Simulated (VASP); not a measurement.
# Na4Hg (P-6m2) in VASP: notebook

Na4Hg is run at these levels: PBE; tasks: single point, relaxation of cell and atoms.

Program: VASP 6.6.1. These are calculated values, not measurements. Logs are shortened: lines on timing, memory, paths and dates and some standing lists are left out, and cuts for length are marked.

### Step 1. The cell of the first run

It takes space group P-6m2 (No. 187, hexagonal). Conventional cell: a = 4.909 Å, b = 4.909 Å, c = 3.967 Å, α = 90.00°, β = 90.00°, γ = 120.00°. Na (site symmetry mm2) has 3 Na at 1.78 to 1.82 Å and 2 Hg at 2.24 Å within 2.4 Å. Na (site symmetry -6m2) has 3 Na at 1.78 Å within 2.4 Å. Hg (site symmetry -6m2) has 6 Na at 2.24 Å within 3.0 Å.

The cell was generated, and may not be a known phase.

### Step 2. Single point, PBE

INCAR reads:

```
SYSTEM = Na4Hg
PREC = Accurate
ENCUT = 520
EDIFF = 1E-7
ISMEAR = 0
SIGMA = 0.1
LREAL = .False.
LASPH = .True.
NELM = 60
ALGO = Fast
ISIF = 2
LWAVE = .False.
LCHARG = .True.
GGA = PE
LELF = .True.
LVHAR = .True.
NBANDS = 28
```

KPOINTS reads:

```
regular mesh
0
Gamma
  6 6 4
  0 0 0
```

POSCAR reads:

```
Na4Hg
1.0
    4.9093951300      0.0000000000      0.0000000000
   -2.4546975700      4.2516609000      0.0000000000
    0.0000000000      0.0000000000      3.9670680800
Na Hg
4 1
Direct
    0.5432225500      0.4567774500      0.5000000000
    0.5432225500      0.0864451100      0.5000000000
    0.9135548900      0.4567774500      0.5000000000
    0.3333333300      0.6666666700      0.5000000000
    0.6666666700      0.3333333300      0.0000000000
```

Potentials or basis: VASP PAW PBE potentials, release 64 (Na_pv, Hg).

The run is started by

```console
$ cat potpaw_PBE.64/Na_pv/POTCAR potpaw_PBE.64/Hg/POTCAR > POTCAR
$ mpirun -np 1 vasp_std > vasp.out
```

OUTCAR:

```text
SYSTEM = Na4Hg
   PREC = Accurate
   ENCUT = 520
   EDIFF = 1E-7
   ISMEAR = 0
   LREAL = .False.
   LASPH = .True.
   NELM = 60
   ISIF = 2
   GGA = PE

 ion  position               nearest neighbor table
   1  0.543  0.457  0.500-   4 1.78   3 1.82   2 1.82   5 2.24   5 2.24
   2  0.543  0.086  0.500-   4 1.78   3 1.82   1 1.82   5 2.24   5 2.24
   3  0.914  0.457  0.500-   4 1.78   2 1.82   1 1.82   5 2.24   5 2.24
   4  0.333  0.667  0.500-   3 1.78   2 1.78   1 1.78
   5  0.667  0.333  0.000-   3 2.24   3 2.24   2 2.24   2 2.24   1 2.24   1 2.24

  LATTYP: Found a hexagonal cell.
 ALAT       =     4.9093951300
 C/A-ratio  =     0.8080563847

  Lattice vectors:

 A1 = (   4.9093951300,   0.0000000000,   0.0000000000)
 A2 = (  -2.4546975700,   4.2516609000,   0.0000000000)
 A3 = (   0.0000000000,   0.0000000000,   3.9670680800)

Analysis of symmetry for initial positions (statically):
=====================================================================
 Subroutine PRICEL returns:
 Original cell was already a primitive cell.

 Routine SETGRP: Setting up the symmetry group for a
 hexagonal supercell.

 Subroutine GETGRP returns: Found 12 space group operations
 (whereof 12 operations were pure point group operations)
 out of a pool of 24 trial point group operations.

The static configuration has the point symmetry D_3h.

Analysis of symmetry for dynamics (positions and initial velocities):
=====================================================================
 Subroutine PRICEL returns:
 Original cell was already a primitive cell.

 Routine SETGRP: Setting up the symmetry group for a
 hexagonal supercell.

 Subroutine GETGRP returns: Found 12 space group operations
 (whereof 12 operations were pure point group operations)
 out of a pool of 24 trial point group operations.

The dynamic configuration has the point symmetry D_3h.

 Subroutine INISYM returns: Found 12 space group operations
 (whereof 12 operations are pure point group operations),
 and found     1 'primitive' translations

----------------------------------------------------------------------------------------

                                     Primitive cell

  volume of cell :      82.8049

  direct lattice vectors                    reciprocal lattice vectors
     4.909395130  0.000000000  0.000000000     0.203691081  0.117601101  0.000000000
[... 88 lines left out ...]
   EDIFF  = 0.1E-06   stopping-criterion for ELM
   LREAL  =      F    real-space projection
   EDIFFG = 0.1E-05   stopping-criterion for IOM
   NSW    =      0    number of steps for IOM
   IBRION =     -1    ionic relax: 0-MD 1-quasi-New 2-CG
   NFREE  =      0    steps in history (QN), initial steepest desc. (CG)
   ISIF   =      2    stress and relaxation
   ISYM   =      2    0-nonsym 1-usesym 2-fastsym
   POTIM  = 0.5000    time-step for ionic-motion
   TEBEG  =    0.0;   TEEND  =   0.0 temperature during run
   PSTRESS=    0.0 pullay stress
   NELECT =      40.0000    total number of electrons
   NUPDOWN=      -1.0000    fix difference up-down
   EMIN   =  10.00;   EMAX   =-10.00  energy-range for DOS
   EFERMI =   0.00;   METHOD = LEGACY
   ISMEAR =     0;   SIGMA  =   0.10  broadening in eV -4-tet -1-fermi 0-gaus
   EFERMI_NEDOS =   21; number of points for ismear=-14 and -15
   IALGO  =     68    algorithm
   IMIX   =      4    mixing-type and parameters
     AMIX     =   0.40;   BMIX     =  1.00
     AMIX_MAG =   1.60;   BMIX_MAG =  1.00
  volume/ion in A,a.u.               =      16.56       111.76
  Fermi-wavevector in a.u.,A,eV,Ry     =   1.284526  2.427401 22.449692  1.650006
  Thomas-Fermi vector in A             =   2.416714
   LORBIT       =      0    0 simple, 1 ext, 2 COOP (PROOUT), +10 PAW based schemes
   GGA     = PE    functional components
   LHFCALC =     F    Hartree Fock is set to
   AEXX    =    0.0000 exact exchange contribution
   IVDW    =     0    specifies the selected vdW correction
   LEPSILON=     F    determine dielectric tensor
   LRPA    =     F    only Hartree local field effects (RPA)
 non-spin polarized calculation
 RMM-DIIS sequential band-by-band and
 Gauss-broadening in eV      SIGMA  =   0.10
  energy-cutoff  :      520.00
  volume of cell :       82.80
 maximum number of plane-waves:      2265
 NGX is ok and might be reduce to    40
   NGX = 19   NGY = 19   NGZ = 15

 number of electron      39.9999990 magnetization

 Free energy of the ion-electron system (eV)
  ---------------------------------------------------
  ext. energy  EPLUGINS =         0.00000000
  ---------------------------------------------------
  free energy    TOTEN  =        14.92073933 eV

  energy without entropy =       14.92926291  energy(sigma->0) =       14.92500112

 E-fermi :   4.7841     XC(G=0):  -9.6124

 val. band max:        4.7369180486   @ k =   0.1667  -0.0000   0.2500
 cond. band min:       4.8488134327   @ k =   0.5000   0.0000   0.2500
 fundamental gap:      0.1118953841
 Fermi energy:         4.7841407104

 k-point     1 :       0.0000    0.0000    0.0000
  band No.  band energies     occupation
      1     -26.7483      2.00000
      2     -26.1153      2.00000
      3     -26.1153      2.00000
      4     -24.9063      2.00000
      5     -24.4429      2.00000
      6     -24.4429      2.00000
[... 640 lines left out ...]
     27      12.3343      0.00000
     28      12.7160      0.00000

------------------------ aborting loop because EDIFF is reached ----------------------------------------

  FORCE on cell =-STRESS in cart. coord.  units (eV):
  Direction    XX          YY          ZZ          XY          YZ          ZX
  --------------------------------------------------------------------------------------
  -------------------------------------------------------------------------------------
  Total       36.6872049     36.6872049     45.3752691     -0.0000000      0.0000000     -0.0000000
  in kB      709.8538578    709.8538579    877.9575863     -0.0000008      0.0000000     -0.0000000
  external PRESSURE =     765.8884340 kB  Pullay stress =       0.0000000 kB

 VOLUME and BASIS-vectors are now :
 -----------------------------------------------------------------------------
  energy-cutoff  :      520.00
  volume of cell :       82.80
      direct lattice vectors                 reciprocal lattice vectors
     4.909395130  0.000000000  0.000000000     0.203691081  0.117601101  0.000000000
    -2.454697570  4.251660900  0.000000000     0.000000000  0.235202201  0.000000000
     0.000000000  0.000000000  3.967068080     0.000000000  0.000000000  0.252075331

 POSITION                                       TOTAL-FORCE (eV/Angst)
 -----------------------------------------------------------------------------------
      1.54564      1.94206      1.98353        -5.639559      3.256001      0.000000
      2.45470      0.36754      1.98353         0.000000     -6.512002     -0.000000
      3.36375      1.94206      1.98353         5.639559      3.256001      0.000000
     -0.00000      2.83444      1.98353         0.000000     -0.000000      0.000000
      2.45470      1.41722      0.00000        -0.000000     -0.000000      0.000000
 -----------------------------------------------------------------------------------
    total drift:                                0.000014     -0.000008      0.000000

  FREE ENERGIE OF THE ION-ELECTRON SYSTEM (eV)
  ---------------------------------------------------
  free  energy   TOTEN  =        14.9207393330 eV

  energy  without entropy=       14.9292629111  energy(sigma->0) =       14.92500112
```

OSZICAR:

```text
N       E                     dE             d eps       ncg     rms          rms(c)
DAV:   1     0.470857703350E+03    0.47086E+03   -0.22269E+04  1176   0.190E+03
DAV:   2     0.445557630394E+02   -0.42630E+03   -0.41789E+03  1180   0.516E+02
DAV:   3     0.151174636684E+02   -0.29438E+02   -0.29277E+02  1264   0.152E+02
DAV:   4     0.145237330514E+02   -0.59373E+00   -0.59326E+00  1340   0.225E+01
DAV:   5     0.145130127937E+02   -0.10720E-01   -0.10720E-01  1268   0.296E+00    0.429E+00
RMM:   6     0.147867798533E+02    0.27377E+00   -0.15431E-01  1309   0.357E+00    0.260E+00
RMM:   7     0.149195944455E+02    0.13281E+00   -0.16106E-01  1460   0.335E+00    0.747E-01
RMM:   8     0.149212361595E+02    0.16417E-02   -0.39864E-02  1362   0.136E+00    0.177E-01
RMM:   9     0.149209700718E+02   -0.26609E-03   -0.56752E-03  1529   0.692E-01    0.101E-01
RMM:  10     0.149207640416E+02   -0.20603E-03   -0.23991E-03  1696   0.357E-01    0.378E-02
RMM:  11     0.149207449326E+02   -0.19109E-04   -0.24397E-04  1656   0.122E-01    0.242E-02
RMM:  12     0.149207400456E+02   -0.48870E-05   -0.36186E-05  1585   0.473E-02    0.917E-03
RMM:  13     0.149207394799E+02   -0.56568E-06   -0.78274E-06  1631   0.206E-02    0.245E-03
RMM:  14     0.149207394367E+02   -0.43214E-07   -0.11250E-06  1482   0.803E-03    0.137E-03
RMM:  15     0.149207393161E+02   -0.12055E-06   -0.16173E-07   897   0.367E-03    0.332E-04
RMM:  16     0.149207393330E+02    0.16924E-07   -0.40956E-08   738   0.178E-03
   1 F= 0.14920739E+02 E0= 0.14925001E+02  d E =-.852358E-02
```

Run time: 35 s. Hardware: 1 thread of AMD EPYC 9R45 (Zen 5), shared host; peak memory 0.19 GiB.

What came out:

* Free energy: 14.9207 eV
* Pressure: 76.6 GPa
* Largest force: 6.512 eV/Å
* Band gap on the k mesh: zero (bands 20 and 21 overlap by 2.79 eV)

Forces in eV/Å, atoms in the order of the input:
```
Na  -5.640  3.256  0.000
Na   0.000 -6.512  0.000
Na   5.640  3.256  0.000
Na   0.000  0.000  0.000
Hg   0.000  0.000  0.000
```

Levels at points of the mesh, in eV from the Fermi level:
```csv
k point,band 17,band 18,band 19,band 20,band 21,band 22,band 23,band 24
"(0.00, 0.00, 0.00)",-9.03,-7.81,0.15,0.89,0.89,1.67,2.79,2.79
"(0.50, 0.00, 0.00)",-8.96,-6.82,-3.58,-0.48,0.48,2.31,5.51,5.64
"(0.00, 0.00, 0.50)",-9.01,-6.43,-3.24,2.07,2.07,2.46,3.70,3.80
"(0.50, 0.00, 0.50)",-8.95,-5.75,-1.74,-1.42,-0.26,0.92,2.99,3.03
```

Caveat: the k points lie up to 0.40 Å⁻¹ apart, too coarse for converged energies and pressures of a metal; atoms lie so close that the PAW spheres overlap strongly, which falsifies energies and pressures; spin-orbit coupling is left out, which moves the levels of the heavy elements; forces of over 1 eV/Å act on the atoms, so gaps and moduli don't describe the material at rest.

### Step 3. Single point, PBE

This run uses another cell than the first one, of 69.53 Å³/atom.

INCAR reads:

```
SYSTEM = Na4Hg
ALGO = Fast
EDIFF = 1E-6
ENCUT = 520
GGA = PE
ISIF = 2
ISMEAR = 0
LASPH = .True.
LCHARG = .False.
LREAL = .False.
LWAVE = .False.
NBANDS = 28
NELM = 60
PREC = Accurate
SIGMA = 0.1
```

KPOINTS reads:

```
k-points
0
Gamma
  6 6 4
  0 0 0
```

POSCAR reads:

```
Na4Hg
1.0
    8.7797496839      0.0000000052      0.0000000000
   -4.3898748464      7.6034862625      0.0000000000
    0.0000000000      0.0000000000      5.2078456182
Na Hg
4 1
Direct
    0.5414798328      0.4585201672      0.5000000000
    0.5414798328      0.0829596656      0.5000000000
    0.9170403344      0.4585201672      0.5000000000
    0.3333333333      0.6666666667      0.5000000000
    0.6666666667      0.3333333333      0.0000000000
```

Potentials or basis: VASP PAW PBE potentials, release 64 (Na_pv, Hg).

The run is started by

```console
$ cat potpaw_PBE.64/Na_pv/POTCAR potpaw_PBE.64/Hg/POTCAR > POTCAR
$ mpirun -np 1 vasp_std > vasp.out
```

Wall time 2.6 min (1 thread of AMD EPYC 9R45 (Zen 5), shared host); peak memory 0.51 GiB.

It converged, with:

| Property | Result |
| --- | --- |
| Free energy | -4.0393 eV |
| Pressure | 0.2 GPa |
| Largest force | 0.012 eV/Å |
| Band gap on the k mesh | zero (bands 20 and 21 overlap by 0.43 eV) |

Forces in eV/Å, atoms in the order of the input:
```
Na   0.010 -0.006  0.000
Na   0.000  0.012  0.000
Na  -0.010 -0.006  0.000
Na   0.000  0.000  0.000
Hg   0.000  0.000  0.000
```

Stress tensor (GPa, compression positive):
```
 0.37  0.00  0.00
 0.00  0.37  0.00
 0.00  0.00 -0.04
```

Levels at points of the mesh, in eV from the Fermi level:
```csv
k point,band 16,band 17,band 18,band 19,band 20,band 21,band 22,band 23,band 24,band 25
"(0.00, 0.00, 0.00)",-7.00,-7.00,-4.78,-0.98,-0.04,-0.04,1.32,1.32,1.74,2.21
"(0.50, 0.00, 0.00)",-7.00,-7.00,-4.76,-1.30,-0.23,0.25,1.52,1.78,2.26,2.53
"(0.00, 0.00, 0.50)",-7.00,-6.98,-4.28,-1.51,0.36,1.14,1.19,1.19,1.52,1.52
"(0.50, 0.00, 0.50)",-7.00,-6.98,-4.27,-1.31,-0.25,0.51,1.09,1.22,1.54,2.04
```

Caveat: spin-orbit coupling is left out, which moves the levels of the heavy elements.

### Step 4. Relaxation of cell and atoms, PBE

INCAR reads:

```
SYSTEM = Na4Hg
PREC = Accurate
ENCUT = 600
EDIFF = 1E-6
ISMEAR = 0
SIGMA = 0.1
LREAL = .FALSE.
LASPH = .TRUE.
NELM = 60
ALGO = Normal
ISIF = 3
LWAVE = .FALSE.
LCHARG = .FALSE.
GGA = PE
IBRION = 2
NSW = 90
EDIFFG = -0.04
```

KPOINTS reads:

```
regular mesh
0
G
  6 6 4
  0 0 0
```

POSCAR reads:

```
Na4Hg
1.0
    4.9093951300      0.0000000000      0.0000000000
   -2.4546975700      4.2516609000      0.0000000000
    0.0000000000      0.0000000000      3.9670680800
Na Hg
4 1
Direct
    0.5432225500      0.4567774500      0.5000000000
    0.5432225500      0.0864451100      0.5000000000
    0.9135548900      0.4567774500      0.5000000000
    0.3333333300      0.6666666700      0.5000000000
    0.6666666700      0.3333333300      0.0000000000
```

The run is started by

```console
$ cat potpaw_PBE.64/Na_pv/POTCAR potpaw_PBE.64/Hg/POTCAR > POTCAR
$ mpirun -np 1 vasp_std > vasp.out
```

Wall time 5.2 min (1 thread of AMD EPYC 9R45 (Zen 5), shared host); peak memory 0.21 GiB.

It converged, with:

| Property | Result |
| --- | --- |
| Free energy | -3.2756 eV |
| Relaxed volume | 55.77 Å³/atom |
| Relaxed cell | a = 7.875 Å, b = 7.875 Å, c = 5.193 Å, α = 90.00°, β = 90.00°, γ = 120.00° |
| Space group after relaxing (to 0.1 Å) | P-6m2 (No. 187) |
| Energy gained by relaxing | 3639.1 meV/atom |
| Ionic steps | 19 |
| Pressure after relaxing | 0.0 GPa |
| Largest force after relaxing | 0.037 eV/Å |
| Band gap on the k mesh | zero (bands 20 and 21 overlap by 0.68 eV) |

Forces on the atoms (eV/Å):
```
Na   0.032 -0.018  0.000
Na   0.000  0.037  0.000
Na  -0.032 -0.018  0.000
Na   0.000  0.000  0.000
Hg   0.000  0.000  0.000
```

Step by step:
```
step  energy change (eV)  largest force (eV/Å)  pressure (GPa)  volume (Å³)
   1              0.0000                6.5116           76.49        82.80
   2            -14.8609                3.2546            4.33       218.03
   3            -14.9354                3.2649            3.86       229.16
   4            -15.0176                3.2501            3.03       252.54
   5            -14.8721                3.1403            1.10       303.93
   6            -14.9813                3.2067            2.03       281.59
   7            -16.8038                1.5386           -1.16       329.36
   8            -16.8969                1.2939           -2.14       341.85
   9            -17.6456                1.0403           -0.73       305.30
  10            -18.0316                0.2565            1.49       249.60
  11            -18.0521                0.4654            0.98       259.76
  12            -18.1694                0.1338            0.43       267.15
  13            -18.1752                0.0443            0.25       269.23
  14            -18.1861                0.0665            0.06       274.01
  15            -18.1888                0.0989           -0.28       282.55
  16            -18.1903                0.0879           -0.15       279.35
  17            -18.1944                0.0592            0.03       278.54
  18            -18.1944                0.0617            0.01       278.61
  19            -18.1954                0.0367            0.01       278.86
```

Final structure:
```xyz
5
Lattice="7.8749 0.0000 0.0000 -3.9374 6.8198 0.0000 0.0000 0.0000 5.1925" Properties=species:S:1:pos:R:3 pbc="T T T"
Na    2.4105    3.1548    2.5963
Na    3.9374    0.5102    2.5963
Na    5.4643    3.1548    2.5963
Na    0.0000    4.5465    2.5963
Hg    3.9374    2.2733    0.0000
```

Levels at points of the mesh, in eV from the Fermi level:
```csv
k point,band 17,band 18,band 19,band 20,band 21,band 22,band 23,band 24
"(0.00, 0.00, 0.00)",-7.04,-4.91,-1.04,0.16,0.16,1.45,1.45,1.52
"(0.50, 0.00, 0.00)",-7.04,-4.86,-1.49,-0.17,0.26,1.61,2.02,2.75
"(0.00, 0.00, 0.50)",-7.03,-4.38,-1.80,0.49,1.14,1.31,1.31,1.84
"(0.50, 0.00, 0.50)",-7.03,-4.36,-1.46,-0.40,0.32,1.14,1.36,1.49
```

Caveat: the k points lie up to 0.30 Å⁻¹ apart in the final cell, too coarse for converged energies and pressures of a metal; the volume moved by over 15 % at a fixed basis, so the end points are rough; spin-orbit coupling is left out, which moves the levels of the heavy elements.

### Step 5. Single point, PBE

This run uses another cell than the first one, of 64.39 Å³/atom.

INCAR reads:

```
  PREC = Accurate
  ENCUT = 520
  EDIFF = 1E-7
  ISMEAR = 0
  SIGMA = 0.1
  LREAL = False
  LASPH = True
  NELM = 60
  ALGO = Fast
  ISIF = 2
  LWAVE = False
  LCHARG = False
  GGA = PE
  NBANDS = 28
```

KPOINTS reads:

```
Automatic mesh
0
Gamma
  6 6 8
```

POSCAR reads:

```
Na4Hg
1.0
   10.3652365369      0.0000000000      0.0000000000
   -5.1826182684      8.9765581572      0.0000000000
    0.0000000000      0.0000000000      3.4599613199
Na Hg
4 1
Direct
    0.5217228837      0.4782771163      0.5000000000
    0.5217228837      0.0434457674      0.5000000000
    0.9565542326      0.4782771163      0.5000000000
    0.3333333333      0.6666666667      0.5000000000
    0.6666666667      0.3333333333      0.0000000000
```

The run is started by

```console
$ cat potpaw_PBE.64/Na_pv/POTCAR potpaw_PBE.64/Hg/POTCAR > POTCAR
$ mpirun -np 1 vasp_std > vasp.out
```

Wall time 3.5 min (1 thread of AMD EPYC 9R45 (Zen 5), shared host); peak memory 0.56 GiB.

Results (log left out):

```yaml
Free_energy: -4.7757 eV
Pressure: 0.0 GPa
Largest_force: 0.005 eV/Å
Band_gap_on_the_k_mesh: zero (bands 20 and 21 overlap by 2.28 eV)
```

Forces on the atoms (eV/Å):
```
Na   0.004 -0.002  0.000
Na   0.000  0.005  0.000
Na  -0.004 -0.002  0.000
Na   0.000  0.000  0.000
Hg   0.000  0.000  0.000
```

Levels at points of the mesh, in eV from the Fermi level:
```
           k point  band 17  band 18  band 19  band 20  band 21  band 22  band 23  band 24
(0.00, 0.00, 0.00)    -6.90    -5.51    -1.69    -1.03    -1.03     0.54     0.54     1.75
(0.50, 0.00, 0.00)    -6.90    -5.51    -1.92    -1.09    -0.51     0.28     0.96     1.67
(0.00, 0.00, 0.50)    -6.75    -2.99    -0.52     1.25     1.54     1.54     1.65     2.94
(0.50, 0.00, 0.50)    -6.75    -2.99    -0.50     0.96     1.51     1.52     2.14     2.83
```

Caveat: spin-orbit coupling is left out, which moves the levels of the heavy elements.

(Part 1 of 2 ends here.)

The gap in the log of VASP goes by the Fermi energy; the results here count the filled bands.